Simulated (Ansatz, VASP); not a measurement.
# Two plane-wave programs on GaAs

```
CELL_PARAMETERS angstrom
0.00000 2.82685 2.82685
2.82685 0.00000 2.82685
2.82685 2.82685 0.00000
ATOMIC_POSITIONS crystal
As 0.75000 0.75000 0.75000
Ga 0.00000 0.00000 0.00000
```

Alike in both runs: functional PBE; k mesh 8 × 8 × 8; occupations fermi-dirac, width 0.02 eV; no spin polarisation.

|  | VASP | Ansatz |
| --- | --- | --- |
| version | VASP 6.6.1 | Ansatz 0.2.0 |
| potentials or method | VASP PAW PBE potentials, release 64 (As, Ga_d) | Ansatz PAW |
| plane-wave cutoff (eV) | 500 | 420 |
| valence electrons in the cell | 18 | 28 |
| task | single point | band structure |

Ansatz gave:

* gap on the k mesh at the Fermi level (eV): 0.52
* least direct gap on the mesh (eV): 0.52
* pressure (GPa): 3.3

Question: What did VASP give for the same quantities?

Answer: gap on the k mesh at the Fermi level (eV): 0.52; least direct gap on the mesh (eV): 0.52; pressure (GPa): 3.4.

VASP's potentials hold 18 valence electrons a cell and Ansatz's 28, so a difference there can come from the potentials and not from the codes.
